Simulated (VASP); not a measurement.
## Ca3As: single point with PBE

Crystal: Ca3As.

```xyz
4
Lattice="5.6129 0.0000 0.0000 0.0000 5.6129 0.0000 0.0000 0.0000 5.7416" Properties=species:S:1:pos:R:3 pbc="T T T"
Ca    0.0000    2.8065    2.8708
Ca    2.8065    0.0000    2.8708
Ca    0.0000    0.0000    0.0000
As    2.8065    2.8065    2.8708
```

The cell was generated, and may not be a known phase.

```json
{"Program": "VASP 6.6.1", "Task": "single point", "Functional": "PBE", "Potentials or basis": "VASP PAW PBE potentials, release 64 (Ca_sv, As)", "Cutoff": "520 eV", "k mesh": "4 × 4 × 6", "Occupations": "gaussian, width 0.1 eV", "Spin": "no spin polarisation", "Dipole correction": "no", "Further INCAR settings": "ALGO = Normal; EDIFF = 1e-06; NBANDS = 26"}
```

| Quantity | Value |
| --- | --- |
| Pressure | 0.1 GPa |
| Band gap on the k mesh | zero (an odd number of electrons rules out a gap without spin polarisation) |

Stress tensor (GPa, compression positive):
```
0.10 0.00 0.00
0.00 0.10 0.00
0.00 0.00 0.01
```

Levels at points of the mesh, in eV from the Fermi level:
```csv
k point,band 16,band 17,band 18,band 19,band 20,band 21
"(0.00, 0.00, 0.00)",-1.28,-0.96,-0.08,0.24,0.80,0.80
"(0.50, 0.00, 0.00)",-1.12,-0.94,-0.50,0.32,1.00,1.16
"(0.50, 0.50, 0.00)",-1.43,-1.18,0.31,0.31,1.01,1.01
"(0.00, 0.00, 0.50)",-1.23,-1.23,0.51,0.75,1.15,1.15
"(0.50, 0.00, 0.50)",-1.34,-1.24,-0.09,0.19,0.72,1.08
"(0.50, 0.50, 0.50)",-1.73,-0.68,-0.27,0.47,0.47,0.63
```

It took 100 s on 1 thread of Intel(R) Xeon(R) Platinum 8488C (Sapphire Rapids), on a shared host, peak memory 0.32 GiB.
